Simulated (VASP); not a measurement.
# Ti5Si3 (P6_3/mcm) in VASP: notebook

Runs on Ti5Si3. Level: PBEsol. Tasks: single point.

Program: VASP 6.6.1. These are calculated values, not measurements. Logs are shortened: lines on timing, memory, paths and dates and some standing lists are left out, and cuts for length are marked.

**1. The cell of the first run**

Symmetry: P6_3/mcm, No. 193, hexagonal system. The conventional cell has a = 7.404 Å, b = 7.404 Å, c = 5.068 Å, α = 90.00°, β = 90.00°, γ = 120.00°. Within 3.3 Å of Ti (site symmetry 32) lie 8 Ti at 2.53 to 3.10 Å and 6 Si at 2.61 Å. Within 3.4 Å of Ti (site symmetry m2m) lie 5 Si at 2.55 to 2.75 Å and 10 Ti at 3.10 to 3.20 Å. Si (site symmetry m2m) has 9 Ti at 2.55 to 2.75 Å and 2 Si at 2.99 Å within 3.4 Å.

**2. Single point, PBEsol**

Input file INCAR:

```
SYSTEM = Ti5Si3
PREC = Accurate
ENCUT = 500
EDIFF = 1E-6
ISMEAR = 0
SIGMA = 0.1
LREAL = .FALSE.
LASPH = .TRUE.
NELM = 120
ALGO = Normal
ISIF = 2
LWAVE = .FALSE.
LCHARG = .FALSE.
GGA = PS
NBANDS = 86
GGA_COMPAT = .FALSE.
```

Input file KPOINTS:

```
regular mesh
0
G
  6 6 8
  0 0 0
```

Input file POSCAR:

```
Ti5Si3
1.0
    7.4036228771      0.0000000000      0.0000000000
   -3.7018114386      6.4117254916      0.0000000000
    0.0000000000      0.0000000000      5.0683592004
Ti Si
10 6
Direct
    0.3333333333      0.6666666667      0.0000000000
    0.6666666667      0.3333333333      0.5000000000
    0.6666666667      0.3333333333      0.0000000000
    0.3333333333      0.6666666667      0.5000000000
    0.2496364671      0.0000000000      0.2500000000
    0.2496364671      0.2496364671      0.7500000000
    0.0000000000      0.2496364671      0.2500000000
    0.7503635329      0.0000000000      0.7500000000
    0.7503635329      0.7503635329      0.2500000000
    0.0000000000      0.7503635329      0.7500000000
    0.6076022521      0.0000000000      0.2500000000
    0.6076022521      0.6076022521      0.7500000000
    0.0000000000      0.6076022521      0.2500000000
    0.3923977479      0.0000000000      0.7500000000
    0.3923977479      0.3923977479      0.2500000000
    0.0000000000      0.3923977479      0.7500000000
```

Potentials or basis: VASP PAW PBE potentials, release 64 (Ti_sv, Si).

On the command line:

```
> cat potpaw_PBE.64/Ti_sv/POTCAR potpaw_PBE.64/Si/POTCAR > POTCAR
> mpirun -np 1 vasp_std > vasp.out
```

OUTCAR:

```text
SYSTEM = Ti5Si3
   PREC = Accurate
   ENCUT = 500
   EDIFF = 1E-6
   ISMEAR = 0
   LREAL = .FALSE.
   LASPH = .TRUE.
   NELM = 120
   ISIF = 2
   GGA = PS

 ion  position               nearest neighbor table
   1  0.333  0.667  0.000-   4 2.53   4 2.53  13 2.61  14 2.61  16 2.61  11 2.61  12 2.61  15 2.61

   2  0.667  0.333  0.500-   3 2.53   3 2.53  16 2.61  11 2.61  13 2.61  14 2.61  15 2.61  12 2.61

   3  0.667  0.333  0.000-   2 2.53   2 2.53  16 2.61  11 2.61  13 2.61  14 2.61  15 2.61  12 2.61

   4  0.333  0.667  0.500-   1 2.53   1 2.53  13 2.61  14 2.61  16 2.61  11 2.61  12 2.61  15 2.61

   5  0.250  0.000  0.250-  13 2.55  15 2.55  11 2.65  14 2.75  14 2.75
   6  0.250  0.250  0.750-  16 2.55  14 2.55  12 2.65  15 2.75  15 2.75
   7  0.000  0.250  0.250-  11 2.55  15 2.55  13 2.65  16 2.75  16 2.75
   8  0.750  0.000  0.750-  16 2.55  12 2.55  14 2.65  11 2.75  11 2.75
   9  0.750  0.750  0.250-  13 2.55  11 2.55  15 2.65  12 2.75  12 2.75
  10  0.000  0.750  0.750-  14 2.55  12 2.55  16 2.65  13 2.75  13 2.75
  11  0.608  0.000  0.250-   7 2.55   9 2.55   2 2.61   3 2.61   1 2.61   4 2.61   5 2.65   8 2.75
                             8 2.75  14 2.99  14 2.99
  12  0.608  0.608  0.750-  10 2.55   8 2.55   1 2.61   4 2.61   3 2.61   2 2.61   6 2.65   9 2.75
                             9 2.75  15 2.99  15 2.99
  13  0.000  0.608  0.250-   5 2.55   9 2.55   1 2.61   4 2.61   3 2.61   2 2.61   7 2.65  10 2.75
                            10 2.75  16 2.99  16 2.99
  14  0.392  0.000  0.750-  10 2.55   6 2.55   1 2.61   4 2.61   3 2.61   2 2.61   8 2.65   5 2.75
                             5 2.75  11 2.99  11 2.99
  15  0.392  0.392  0.250-   7 2.55   5 2.55   2 2.61   3 2.61   1 2.61   4 2.61   9 2.65   6 2.75
                             6 2.75  12 2.99  12 2.99
  16  0.000  0.392  0.750-   8 2.55   6 2.55   2 2.61   3 2.61   1 2.61   4 2.61  10 2.65   7 2.75
                             7 2.75  13 2.99  13 2.99

  LATTYP: Found a hexagonal cell.
 ALAT       =     7.4036228771
 C/A-ratio  =     0.6845782510

  Lattice vectors:

 A1 = (   7.4036228771,   0.0000000000,   0.0000000000)
 A2 = (  -3.7018114386,   6.4117254916,   0.0000000000)
 A3 = (   0.0000000000,   0.0000000000,   5.0683592004)

Analysis of symmetry for initial positions (statically):
=====================================================================
 Subroutine PRICEL returns:
 Original cell was already a primitive cell.

 Routine SETGRP: Setting up the symmetry group for a
 hexagonal supercell.

 Subroutine GETGRP returns: Found 24 space group operations
 (whereof 12 operations were pure point group operations)
 out of a pool of 24 trial point group operations.

The static configuration has the point symmetry D_3d.
 The point group associated with its full space group is D_6h.

Analysis of symmetry for dynamics (positions and initial velocities):
=====================================================================
 Subroutine PRICEL returns:
 Original cell was already a primitive cell.

 Routine SETGRP: Setting up the symmetry group for a
 hexagonal supercell.

 Subroutine GETGRP returns: Found 24 space group operations
 (whereof 12 operations were pure point group operations)
 out of a pool of 24 trial point group operations.

The dynamic configuration has the point symmetry D_3d.
 The point group associated with its full space group is D_6h.

 Subroutine INISYM returns: Found 24 space group operations
 (whereof 12 operations are pure point group operations),
 and found     1 'primitive' translations

----------------------------------------------------------------------------------------

                                     Primitive cell

  volume of cell :     240.5950

  direct lattice vectors                    reciprocal lattice vectors
     7.403622877  0.000000000  0.000000000     0.135069008  0.077982128  0.000000000
    -3.701811439  6.411725492  0.000000000     0.000000000  0.155964257  0.000000000
     0.000000000  0.000000000  5.068359200     0.000000000  0.000000000  0.197302512

  length of vectors
     7.403622877  7.403622877  5.068359200     0.155964257  0.155964257  0.197302512

  position of ions in fractional coordinates (direct lattice)
     0.333333333  0.666666667  0.000000000
     0.666666667  0.333333333  0.500000000
     0.666666667  0.333333333  0.000000000
     0.333333333  0.666666667  0.500000000
     0.249636467  0.000000000  0.250000000
     0.249636467  0.249636467  0.750000000
[... 8 lines left out ...]
     0.392397748  0.392397748  0.250000000
     0.000000000  0.392397748  0.750000000

  ion indices of the primitive-cell ions
   primitive index   ion index
                 1           1
                 2           2
                 3           3
                 4           4
                 5           5
                 6           6
[... 8 lines left out ...]
                15          15
                16          16

----------------------------------------------------------------------------------------

 KPOINTS: regular mesh

Automatic generation of k-mesh.
 Grid dimensions read from file:
 generate k-points for:    6    6    8

 Generating k-lattice:

  Cartesian coordinates                     Fractional coordinates (reciprocal lattice)
     0.022511501  0.012997021  0.000000000     0.166666667  0.000000000  0.000000000
     0.000000000  0.025994043  0.000000000     0.000000000  0.166666667  0.000000000
     0.000000000  0.000000000  0.024662814     0.000000000  0.000000000  0.125000000

  Length of vectors
     0.025994043  0.025994043  0.024662814

  Shift w.r.t. Gamma in fractional coordinates (k-lattice)
     0.000000000  0.000000000  0.000000000

 Subroutine IBZKPT returns following result:
 ===========================================

 Found     35 irreducible k-points:

 Following reciprocal coordinates:
            Coordinates               Weight
  0.000000  0.000000  0.000000      1.000000
  0.166667  0.000000  0.000000      6.000000
  0.333333  0.000000  0.000000      6.000000
  0.500000  0.000000  0.000000      3.000000
  0.166667  0.166667  0.000000      6.000000
  0.333333  0.166667  0.000000     12.000000
[... 16 lines left out ...]
  0.166667  0.000000  0.375000     12.000000
  0.333333  0.000000  0.375000     12.000000
 [... further k-points ...]
   k-points           NKPTS =     35   k-points in BZ     NKDIM =     35   number of bands    NBANDS=     86
   number of dos      NEDOS =    301   number of ions     NIONS =     16
   total plane-waves  NPLWV = 116640
   dimension x,y,z NGX =    54 NGY =   54 NGZ =   40
   dimension x,y,z NGXF=   108 NGYF=  108 NGZF=   80
   ions per type =              10   6
   NGX,Y,Z   is equivalent  to a cutoff of  12.13, 12.13, 13.12 a.u.
   NGXF,Y,Z  is equivalent  to a cutoff of  24.25, 24.25, 26.24 a.u.
 SYSTEM =  Ti5Si3
   PREC   = accura    normal or accurate (medium, high low for compatibility)
   ISTART =      0    job   : 0-new  1-cont  2-samecut
   ICHARG =      2    charge: 1-file 2-atom 10-const
   ISPIN  =      1    spin polarized calculation?
   LNONCOLLINEAR =      F non collinear calculations
   LSORBIT =      F    spin-orbit coupling
   LASPH  =      T    aspherical Exc in radial PAW
   ENCUT  =  500.0 eV  36.75 Ry    6.06 a.u.  13.50 13.50  9.24*2*pi/ulx,y,z
   NELM   =    120;   NELMIN=  2; NELMDL= -5     # of ELM steps
   EDIFF  = 0.1E-05   stopping-criterion for ELM
   LREAL  =      F    real-space projection
   EDIFFG = 0.1E-04   stopping-criterion for IOM
   NSW    =      0    number of steps for IOM
   IBRION =     -1    ionic relax: 0-MD 1-quasi-New 2-CG
   NFREE  =      0    steps in history (QN), initial steepest desc. (CG)
   ISIF   =      2    stress and relaxation
   ISYM   =      2    0-nonsym 1-usesym 2-fastsym
   POTIM  = 0.5000    time-step for ionic-motion
   TEBEG  =    0.0;   TEEND  =   0.0 temperature during run
   PSTRESS=    0.0 pullay stress
   NELECT =     144.0000    total number of electrons
   NUPDOWN=      -1.0000    fix difference up-down
   EMIN   =  10.00;   EMAX   =-10.00  energy-range for DOS
   EFERMI =   0.00;   METHOD = LEGACY
   ISMEAR =     0;   SIGMA  =   0.10  broadening in eV -4-tet -1-fermi 0-gaus
   EFERMI_NEDOS =   21; number of points for ismear=-14 and -15
   IALGO  =     38    algorithm
   IMIX   =      4    mixing-type and parameters
     AMIX     =   0.40;   BMIX     =  1.00
     AMIX_MAG =   1.60;   BMIX_MAG =  1.00
  volume/ion in A,a.u.               =      15.04       101.48
  Fermi-wavevector in a.u.,A,eV,Ry     =   1.379643  2.607148 25.897540  1.903415
  Thomas-Fermi vector in A             =   2.504594
   LORBIT       =      0    0 simple, 1 ext, 2 COOP (PROOUT), +10 PAW based schemes
   GGA     = PS    functional components
   LHFCALC =     F    Hartree Fock is set to
   AEXX    =    0.0000 exact exchange contribution
   IVDW    =     0    specifies the selected vdW correction
   LEPSILON=     F    determine dielectric tensor
   LRPA    =     F    only Hartree local field effects (RPA)
 non-spin polarized calculation
 Gauss-broadening in eV      SIGMA  =   0.10
  energy-cutoff  :      500.00
  volume of cell :      240.59
 maximum number of plane-waves:      6169
 NGX is ok and might be reduce to    54
   NGX = 27   NGY = 27   NGZ = 19

 number of electron     144.0000016 magnetization

 Free energy of the ion-electron system (eV)
  ---------------------------------------------------
  ext. energy  EPLUGINS =         0.00000000
  ---------------------------------------------------
  free energy    TOTEN  =      -131.24786150 eV

  energy without entropy =     -131.20909882  energy(sigma->0) =     -131.22848016

 E-fermi :   9.2989     XC(G=0): -11.8410

 val. band max:        9.2939390020   @ k =   0.1667   0.1667   0.0000
 cond. band min:       9.2990193734   @ k =   0.5000   0.0000   0.3750
 fundamental gap:      0.0050803714
 Fermi energy:         9.2988882294

 k-point     1 :       0.0000    0.0000    0.0000
  band No.  band energies     occupation
      1     -47.2658      2.00000
      2     -47.2464      2.00000
      3     -47.2464      2.00000
      4     -47.2310      2.00000
      5     -47.2299      2.00000
      6     -47.2299      2.00000
[... 2077 lines left out ...]
     83      10.7522      0.00000
     84      10.9162      0.00000

 [... further k-points ...]

 [bands above 84 left out]

------------------------ aborting loop because EDIFF is reached ----------------------------------------

  FORCE on cell =-STRESS in cart. coord.  units (eV):
  Direction    XX          YY          ZZ          XY          YZ          ZX
  --------------------------------------------------------------------------------------
  -------------------------------------------------------------------------------------
  Total        0.1324308      0.1324308      0.0439835     -0.0000000      0.0000000      0.0000000
  in kB        0.8818868      0.8818868      0.2928961     -0.0000000      0.0000000      0.0000000
  external PRESSURE =       0.6855566 kB  Pullay stress =       0.0000000 kB

 VOLUME and BASIS-vectors are now :
 -----------------------------------------------------------------------------
  energy-cutoff  :      500.00
  volume of cell :      240.59
      direct lattice vectors                 reciprocal lattice vectors
     7.403622877  0.000000000  0.000000000     0.135069008  0.077982128  0.000000000
    -3.701811439  6.411725492  0.000000000     0.000000000  0.155964257  0.000000000
     0.000000000  0.000000000  5.068359200     0.000000000  0.000000000  0.197302512

 POSITION                                       TOTAL-FORCE (eV/Angst)
 -----------------------------------------------------------------------------------
     -0.00000      4.27448      0.00000        -0.000000      0.000000     -0.000000
      3.70181      2.13724      2.53418        -0.000000      0.000000     -0.000000
      3.70181      2.13724      0.00000        -0.000000      0.000000     -0.000000
     -0.00000      4.27448      2.53418        -0.000000      0.000000     -0.000000
      1.84821      0.00000      1.26709        -0.003653      0.000000     -0.000000
      0.92411      1.60060      3.80127        -0.001827     -0.003164     -0.000000
[... 8 lines left out ...]
      1.45258      2.51595      1.26709         0.002325      0.004028     -0.000000
     -1.45258      2.51595      3.80127        -0.002325      0.004028      0.000000
 -----------------------------------------------------------------------------------
    total drift:                                0.000000     -0.000000      0.000000

  FREE ENERGIE OF THE ION-ELECTRON SYSTEM (eV)
  ---------------------------------------------------
  free  energy   TOTEN  =      -131.2478614973 eV

  energy  without entropy=     -131.2090988196  energy(sigma->0) =     -131.22848016
```

Run time: 19 min. Hardware: 1 thread of Intel Xeon Platinum 8488C (Sapphire Rapids), shared host; peak memory 0.61 GiB.

Results:

| Property | Result |
| --- | --- |
| Free energy | -131.2479 eV |
| Pressure | 0.1 GPa |
| Largest force | 0.005 eV/Å |
| Band gap on the k mesh | zero (bands 72 and 73 overlap by 0.65 eV) |

Forces on the atoms (eV/Å):
```
Ti   0.000  0.000  0.000
Ti   0.000  0.000  0.000
Ti   0.000  0.000  0.000
Ti   0.000  0.000  0.000
Ti  -0.004  0.000  0.000
Ti  -0.002 -0.003  0.000
Ti   0.002 -0.003  0.000
Ti   0.004  0.000  0.000
Ti   0.002  0.003  0.000
Ti  -0.002  0.003  0.000
Si  -0.005  0.000  0.000
Si  -0.002 -0.004  0.000
Si   0.002 -0.004  0.000
Si   0.005  0.000  0.000
Si   0.002  0.004  0.000
Si  -0.002  0.004  0.000
```

Caveat: the PAW data sets were made with another functional, which shifts forces and pressure a little.

**3. Single point, PBEsol**

This run uses another cell than the first one, of 15.07 Å³/atom.

Input file INCAR:

```
SYSTEM = Ti5Si3
PREC = Accurate
ENCUT = 500
EDIFF = 1E-6
ISMEAR = -1
SIGMA = 0.15
LREAL = .False.
LASPH = .True.
NELM = 120
ALGO = Normal
ISIF = 2
LWAVE = .False.
LCHARG = .True.
GGA = PS
LELF = .True.
LVHAR = .True.
NBANDS = 86
GGA_COMPAT = .False.
```

Input file KPOINTS:

```
regular mesh
0
Gamma
  6 6 8
  0 0 0
```

Input file POSCAR:

```
Ti5Si3
1.0
    7.4013842553      0.0000000000      0.0000000000
   -3.7006921277      6.4097867882      0.0000000000
    0.0000000000      0.0000000000      5.0819829199
Ti Si
10 6
Direct
    0.3333333333      0.6666666667      0.0000000000
    0.6666666667      0.3333333333      0.5000000000
    0.6666666667      0.3333333333      0.0000000000
    0.3333333333      0.6666666667      0.5000000000
    0.2485264585      0.0000000000      0.2500000000
    0.2485264585      0.2485264585      0.7500000000
    0.0000000000      0.2485264585      0.2500000000
    0.7514735415      0.0000000000      0.7500000000
    0.7514735415      0.7514735415      0.2500000000
    0.0000000000      0.7514735415      0.7500000000
    0.6073706202      0.0000000000      0.2500000000
    0.6073706202      0.6073706202      0.7500000000
    0.0000000000      0.6073706202      0.2500000000
    0.3926293798      0.0000000000      0.7500000000
    0.3926293798      0.3926293798      0.2500000000
    0.0000000000      0.3926293798      0.7500000000
```

Potentials or basis: VASP PAW PBE potentials, release 64 (Ti_sv, Si).

On the command line:

```
> cat potpaw_PBE.64/Ti_sv/POTCAR potpaw_PBE.64/Si/POTCAR > POTCAR
> mpirun -np 1 vasp_std > vasp.out
```

It took 18 min on 1 thread of Intel Xeon Platinum 8488C (Sapphire Rapids), shared host; peak memory 0.61 GiB.

It converged, with:

- Free energy: -131.5987 eV
- Pressure: 0.1 GPa
- Largest force: 0.004 eV/Å
- Band gap on the k mesh: zero (bands 72 and 73 overlap by 0.63 eV)

Forces in eV/Å, atoms in the order of the input:
```
Ti   0.000  0.000  0.000
Ti   0.000  0.000  0.000
Ti   0.000  0.000  0.000
Ti   0.000  0.000  0.000
Ti  -0.004  0.000  0.000
Ti  -0.002 -0.004  0.000
Ti   0.002 -0.004  0.000
Ti   0.004  0.000  0.000
Ti   0.002  0.004  0.000
Ti  -0.002  0.004  0.000
Si  -0.003  0.000  0.000
Si  -0.001 -0.002  0.000
Si   0.001 -0.002  0.000
Si   0.003  0.000  0.000
Si   0.001  0.002  0.000
Si  -0.001  0.002  0.000
```

Levels at points of the mesh, in eV from the Fermi level:
```tsv
k point	band 68	band 69	band 70	band 71	band 72	band 73	band 74	band 75	band 76	band 77
(0.00, 0.00, 0.00)	-0.92	-0.91	-0.60	-0.60	-0.49	0.21	0.21	0.54	0.54	0.60
(0.50, 0.00, 0.00)	-0.71	-0.62	-0.59	-0.54	-0.30	-0.19	0.16	0.49	0.63	0.69
(0.00, 0.00, 0.50)	-0.91	-0.91	-0.91	0.41	0.41	0.42	0.42	0.42	0.42	0.52
(0.50, 0.00, 0.50)	-0.68	-0.37	-0.37	-0.14	-0.14	0.54	0.54	0.61	0.61	0.65
```

Caveat: the PAW data sets were made with another functional, which shifts forces and pressure a little.
